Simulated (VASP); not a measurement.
# Cs (Fm-3m) in VASP: settings compared

Aim: see how the results for Cs move with the level of theory and the settings. Levels: revPBE+D3(BJ), LDA. Tasks: relaxation of cell and atoms, single point.

Program: VASP 6.6.1. These are calculated values, not measurements. Logs are shortened: lines on timing, memory, paths and dates and some standing lists are left out, and cuts for length are marked.

**1. The cell of the first run**

It takes space group Fm-3m (No. 225, cubic). The conventional cell has a = 8.506 Å, b = 8.506 Å, c = 8.506 Å, α = 90.00°, β = 90.00°, γ = 90.00°.

This isn't the form of Cs at room conditions, which is bcc.

**2. Relaxation of cell and atoms, revPBE+D3(BJ), non-collinear spin, zero start, spin-orbit coupling (153.88 Å³/atom)**

Contents of INCAR:

```
ALGO = Normal
EDIFF = 1E-6
EDIFFG = -0.005
ENCUT = 600
GGA = RE
GGA_COMPAT = F
IBRION = 2
ISIF = 3
ISMEAR = 1
IVDW = 12
LASPH = T
LCHARG = F
LORBIT = 11
LORBMOM = T
LREAL = F
LSORBIT = T
LWAVE = F
MAGMOM = 0 0 0
NELM = 150
NSW = 80
PREC = Accurate
SIGMA = 0.2
```

Contents of KPOINTS:

```
k-points
0
Gamma
  5 5 5
```

Contents of POSCAR:

```
Cs
1.0
    6.0149553900      0.0000000000      0.0000000000
    3.0074776950      5.2091041704      0.0000000000
    3.0074776950      1.7363680568      4.9111905104
Cs
1
Direct
    0.0000000000      0.0000000000      0.0000000000
```

Potentials or basis: VASP PAW PBE potentials, release 64 (Cs_sv).

Command:

```bash
$ cat potpaw_PBE.64/Cs_sv/POTCAR > POTCAR
$ mpirun -np 1 vasp_ncl > vasp.out
```

OUTCAR:

```text
EDIFF = 1E-6
   EDIFFG = -0.005
   ENCUT = 600
   GGA = RE
   IBRION = 2
   ISIF = 3
   ISMEAR = 1
   IVDW = 12
   LASPH = T
   LORBIT = 11
   LREAL = F
   LSORBIT = T
   NELM = 150
   NSW = 80
   PREC = Accurate
 IVDW          = 12

 ion  position               nearest neighbor table
   1  0.000  0.000  0.000-

  LATTYP: Found a face centered cubic cell.
 ALAT       =     8.5064314896

  Lattice vectors:

 A1 = (   6.0149553900,   0.0000000000,   0.0000000000)
 A2 = (   3.0074776950,   5.2091041704,   0.0000000000)
 A3 = (   3.0074776950,   1.7363680568,   4.9111905104)

Analysis of symmetry for initial positions (statically):
=====================================================================
 Subroutine PRICEL returns:
 Original cell was already a primitive cell.

 Routine SETGRP: Setting up the symmetry group for a
 face centered cubic supercell.

 Subroutine GETGRP returns: Found 48 space group operations
 (whereof 48 operations were pure point group operations)
 out of a pool of 48 trial point group operations.

The static configuration has the point symmetry O_h .

Analysis of symmetry for dynamics (positions and initial velocities):
=====================================================================
 Subroutine PRICEL returns:
 Original cell was already a primitive cell.

 Routine SETGRP: Setting up the symmetry group for a
 face centered cubic supercell.

 Subroutine GETGRP returns: Found 48 space group operations
 (whereof 48 operations were pure point group operations)
 out of a pool of 48 trial point group operations.

The dynamic configuration has the point symmetry O_h .

Analysis of structural, dynamic, and magnetic symmetry:
=====================================================================
 Subroutine PRICEL returns:
 Original cell was already a primitive cell.

 Routine SETGRP: Setting up the symmetry group for a
 face centered cubic supercell.

 Subroutine GETGRP returns: Found 48 space group operations
 (whereof 48 operations were pure point group operations)
 out of a pool of 48 trial point group operations.

The overall configuration has the point symmetry O_h .

 Subroutine INISYM returns: Found 48 space group operations
 (whereof 48 operations are pure point group operations),
 and found     1 'primitive' translations

----------------------------------------------------------------------------------------

[... 109 lines left out ...]
  volume of cell :      153.88
 maximum number of plane-waves:     10290
   NGX = 25   NGY = 25   NGZ = 25

--------------------------------------- Ionic step        1  -------------------------------------------

 number of electron       9.0000000 magnetization       0.0000000      0.0000000      0.0000000

 number of electron       8.9999999 magnetization       0.0000000     -0.0000000     -0.0000000

 number of electron       8.9999999 magnetization      -0.0000000      0.0000000      0.0000000

 Free energy of the ion-electron system (eV)
  ---------------------------------------------------
  ext. energy  EPLUGINS =         0.00000000
  ---------------------------------------------------
  free energy    TOTEN  =        -0.91358795 eV

  energy without entropy =       -0.91988909  energy(sigma->0) =       -0.91568833

------------------------ aborting loop because EDIFF is reached ----------------------------------------

 Edisp (eV)   -0.10688

 E8    (eV) :    -0.0852
[... 202 lines left out ...]
 number of electron       8.9999999 magnetization      -0.0000000     -0.0000000     -0.0000000

 number of electron       8.9999999 magnetization       0.0000000      0.0000000     -0.0000000

 Free energy of the ion-electron system (eV)
  ---------------------------------------------------
  ext. energy  EPLUGINS =         0.00000000
  ---------------------------------------------------
  free energy    TOTEN  =        -0.93006843 eV

  energy without entropy =       -0.93752028  energy(sigma->0) =       -0.93255238

 E-fermi :   0.6294     XC(G=0):  -5.2822

 val. band max:        0.5618968526   @ k =   0.4000   0.4000   0.0000
 cond. band min:       0.8598624889   @ k =  -0.4000   0.2000  -0.0000
 fundamental gap:      0.2979656363
 Fermi energy:         0.6294009476

 k-point     1 :       0.0000    0.0000    0.0000
  band No.  band energies     occupation
      1     -23.3605      1.00000
      2     -23.3605      1.00000
      3     -11.1956      1.00000
      4     -11.1956      1.00000
      5      -9.6186      1.00000
      6      -9.6186      1.00000
[... 211 lines left out ...]
  FREE ENERGIE OF THE ION-ELECTRON SYSTEM (eV)
  ---------------------------------------------------
  free  energy   TOTEN  =        -1.0703294973 eV

  energy  without entropy=       -1.0777813425  energy(sigma->0) =       -1.07281345

 reached required accuracy - stopping structural energy minimisation

 orbital moment (x)

 # of ion     p       d       tot
 ----------------------------------------
  1         0.000   0.000   0.000
 ----------------------------------------
            0.000   0.000   0.000

 orbital moment (y)

 # of ion     p       d       tot
 ----------------------------------------
  1         0.000   0.000   0.000
 ----------------------------------------
            0.000   0.000   0.000

 orbital moment (z)

 # of ion     p       d       tot
 ----------------------------------------
  1         0.000   0.000   0.000
 ----------------------------------------
            0.000   0.000   0.000

 Spin-Orbit-Coupling matrix elements

 Ion:    1  E_soc:     -0.3245029
 l=   1
     0.0000000    -0.0540797    -0.0540797
    -0.0540797     0.0000000    -0.0540797
    -0.0540797    -0.0540797     0.0000000
 l=   2
     0.0000000    -0.0000010     0.0000000    -0.0000010    -0.0000029
    -0.0000010     0.0000000    -0.0000022    -0.0000012    -0.0000010
     0.0000000    -0.0000022     0.0000000    -0.0000022     0.0000000
    -0.0000010    -0.0000012    -0.0000022     0.0000000    -0.0000010
    -0.0000029    -0.0000010     0.0000000    -0.0000010     0.0000000
 l=   3
     0.0000000     0.0000000     0.0000000     0.0000000     0.0000000     0.0000000     0.0000000
     0.0000000     0.0000000     0.0000000     0.0000000     0.0000000     0.0000000     0.0000000
     0.0000000     0.0000000     0.0000000     0.0000000     0.0000000     0.0000000     0.0000000
     0.0000000     0.0000000     0.0000000     0.0000000     0.0000000     0.0000000     0.0000000
     0.0000000     0.0000000     0.0000000     0.0000000     0.0000000     0.0000000     0.0000000
     0.0000000     0.0000000     0.0000000     0.0000000     0.0000000     0.0000000     0.0000000
     0.0000000     0.0000000     0.0000000     0.0000000     0.0000000     0.0000000     0.0000000

 total charge

# of ion       s       p       d       tot
------------------------------------------
    1        1.854   4.697   0.008   6.559

 magnetization (x)

# of ion       s       p       d       tot
------------------------------------------
    1       -0.000  -0.000  -0.000  -0.000

 magnetization (y)

# of ion       s       p       d       tot
------------------------------------------
    1       -0.000   0.000   0.000  -0.000

 magnetization (z)

# of ion       s       p       d       tot
------------------------------------------
    1       -0.000  -0.000  -0.000  -0.000
```

CONTCAR:

```text
Cs
   1.00000000000000
     5.4668048956682096    0.0000000000000000   -0.0000000000000000
     2.7334024478341048    4.7343919172035065   -0.0000000000000000
     2.7334024478341048    1.5781306390678354    4.4636275059354453
  Cs
     1
Direct
     1.0000000000000000    0.0000000000000000    0.0000000000000000

  0.00000000E+00  0.00000000E+00  0.00000000E+00
```

Wall time 12 min (1 thread of Intel Xeon 8259CL, shared host); peak memory 0.76 GiB.

Results:

- Free energy: -1.0703 eV
- Relaxed volume: 115.53 Å³/atom
- Relaxed cell: a = 5.467 Å, b = 5.467 Å, c = 5.467 Å, α = 60.00°, β = 60.00°, γ = 60.00°
- Space group after relaxing (to 0.1 Å): Fm-3m (No. 225)
- Energy gained by relaxing: 49.9 meV/atom
- Ionic steps: 6
- Pressure after relaxing: 0.0 GPa
- Net moment: 0.00 μB per cell
- Valence electrons inside the program's atomic spheres: Cs 6.56
- Dispersion energy per atom: -0.140 eV

The path:
```tsv
step	energy change (eV)	largest force (eV/Å)	pressure (GPa)	volume (Å³)
1	0.0000	0.0000	-0.34	153.88
2	-0.0146	0.0000	-0.31	146.70
3	-0.0446	0.0000	-0.16	126.52
4	-0.0049	0.0000	0.72	91.87
5	-0.0497	0.0000	-0.04	117.86
6	-0.0499	0.0000	0.01	115.53
```

Final structure:
```cif
data_structure
_symmetry_space_group_name_H-M 'P 1'
_symmetry_Int_Tables_number 1
_cell_length_a 5.4668
_cell_length_b 5.4668
_cell_length_c 5.4668
_cell_angle_alpha 60.000
_cell_angle_beta 60.000
_cell_angle_gamma 60.000
_cell_volume 115.53
loop_
_atom_site_label
_atom_site_type_symbol
_atom_site_fract_x
_atom_site_fract_y
_atom_site_fract_z
_atom_site_occupancy
Cs1 Cs 0.00000 0.00000 0.00000 1
```

Moments on the atoms (μB; x, y, z):
```
Cs  0.00 0.00 0.00
```

Caveat: the volume moved by over 15 % at a fixed basis, so the end points are rough; the PAW data sets were made with another functional, which shifts forces and pressure a little.

**3. Single point, LDA**

This run uses another cell than the first one, of 115.72 Å³/atom.

Contents of INCAR:

```
SYSTEM = Cs
  ALGO = Fast
  EDIFF = 1E-6
  ENCUT = 520
  GGA = CA
  ISIF = 2
  ISMEAR = -1
  LASPH = .True.
  LCHARG = .False.
  LREAL = .False.
  LWAVE = .False.
  NBANDS = 10
  NELM = 80
  PREC = Accurate
  SIGMA = 0.05
```

Contents of KPOINTS:

```
k-points
0
Gamma
  6 6 6
  0 0 0
```

Contents of POSCAR:

```
Cs
1.0
    0.0000000000      3.8677348434      3.8677348434
    3.8677348434      0.0000000000      3.8677348434
    3.8677348434      3.8677348434      0.0000000000
Cs
1
Direct
    0.0000000000      0.0000000000      0.0000000000
```

Potentials or basis: VASP PAW LDA potentials, release 64 (Cs_sv).

Command:

```bash
$ cat potpaw_LDA.64/Cs_sv/POTCAR > POTCAR
$ mpirun -np 1 vasp_std > vasp.out
```

Wall time 17 s (1 thread of Intel Xeon 8259CL, shared host); peak memory 0.2 GiB.

It converged, with:

| Property | Result |
| --- | --- |
| Free energy | -0.9655 eV |
| Pressure | -0.3 GPa |
| Band gap on the k mesh | zero (an odd number of electrons rules out a gap without spin polarisation) |

Levels at points of the mesh, in eV from the Fermi level:
| k point | band 3 | band 4 | band 5 | band 6 | band 7 | band 8 |
| --- | --- | --- | --- | --- | --- | --- |
| (0.00, 0.00, 0.00) | -10.54 | -10.54 | -1.66 | 2.41 | 2.41 | 2.41 |
| (0.50, 0.00, 0.00) | -10.56 | -10.56 | -0.04 | 0.85 | 2.28 | 2.28 |
| (0.50, 0.50, 0.00) | -10.59 | -10.59 | 0.31 | 1.05 | 1.48 | 4.02 |

Caveat: spin-orbit coupling is left out, which moves the levels of the heavy elements.

(Part 1 of 2 ends here.)
